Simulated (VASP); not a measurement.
Si2Ni: single point with PBE

Crystal: Si2Ni.

```xyz
9
Lattice="2.7234 -2.7234 0.0000 2.7234 0.0000 -2.7234 7.1789 7.1789 7.1789" Properties=species:S:1:pos:R:3 pbc="T T T"
Si    5.9008    0.4540    0.4540
Si    3.1774   -2.2694    0.4540
Si    5.9008    3.1774    3.1774
Si    8.6242    3.1774    3.1774
Si    8.6242    0.4540    0.4540
Si    3.1774    0.4540    0.4540
Ni    4.5391    4.5391    4.5391
Ni    4.5391    1.8157    1.8157
Ni    4.5391   -0.9077   -0.9077
```

This cell differs from its parent crystal: the distance across one plane changed.

```
Program             : VASP 6.6.1
Task                : single point
Functional          : PBE
Potentials or basis : VASP PAW PBE potentials, release 64 (Si, Ni)
Cutoff              : 520 eV
k mesh              : 14 × 14 × 5
Occupations         : gaussian, width 0.15 eV
Spin                : no spin polarisation
```

| Quantity | Value |
| --- | --- |
| Pressure | -3.5 GPa |
| Largest force | 0.579 eV/Å |
| Band gap on the k mesh | zero (bands 27 and 28 overlap by 1.84 eV) |

Forces on the atoms (eV/Å):
```
Si  -0.204 -0.204 -0.204
Si   0.334  0.334  0.334
Si   0.325  0.325  0.325
Si  -0.334 -0.334 -0.334
Si   0.204  0.204  0.204
Si  -0.325 -0.325 -0.325
Ni  -0.089 -0.089 -0.089
Ni   0.000  0.000  0.000
Ni   0.089  0.089  0.089
```

Stress tensor (GPa, compression positive):
```
-3.55  0.41  0.41
 0.41 -3.55  0.41
 0.41  0.41 -3.55
```

Levels at points of the mesh, in eV from the Fermi level:
```csv
k point,band 25,band 26,band 27,band 28,band 29,band 30
"(0.00, 0.00, 0.00)",0.64,0.77,0.84,1.71,1.94,1.94
"(0.50, 0.00, 0.00)",-1.75,-1.53,-1.48,-0.10,0.18,0.65
```

Run time: 6.8 min on 1 thread of Intel(R) Xeon(R) 6975P-C (Granite Rapids) (shared host), peak memory 0.59 GiB.

Caveat: the cell differs from its parent crystal (the distance across one plane changed); the cell stands under tension. Spin polarisation is off, so any magnetic state and its effect on volume and gap are missing.
